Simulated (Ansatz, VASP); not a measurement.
**HfO2: VASP beside Ansatz**

```xyz
3
Lattice="0.0000 2.5292 2.5292 2.4639 0.0000 2.5292 2.4639 2.5292 0.0000" Properties=species:S:1:pos:R:3 pbc="T T T"
Hf    0.0000    0.0000    0.0000
O     1.2320    1.2646    1.2646
O     3.6959    3.7938    3.7938
```

Change from the starting cell: uniaxial_x strain -2.6%.

Alike in both runs: task single point; functional r2SCAN; k mesh 8 × 8 × 8; no spin polarisation.

```csv
,VASP,Ansatz
version,VASP 6.6.1,Ansatz 0.2.0
potentials or method,"VASP PAW PBE potentials, release 64 (Hf_pv, O)","plane waves, PAW"
plane-wave cutoff (eV),520,500
occupations,"gaussian, width 0.01 eV",fixed
valence electrons in the cell,22,38
```

Ansatz gave:

- gap on the k mesh at the Fermi level (eV): 4.13
- pressure (GPa): 7.5
- traceless stress, the component that is largest in VASP (GPa): 8.85

Q: Which values does VASP return?

A: gap on the k mesh at the Fermi level (eV): 4.14; pressure (GPa): 3.3; traceless stress, the component that is largest in VASP (GPa): 9.01.

VASP's potentials were made for PBE, not for r2SCAN. VASP's potentials hold 22 valence electrons a cell and Ansatz's 38, so a difference there can come from the potentials and not from the codes.

Neither program's run includes spin-orbit coupling.
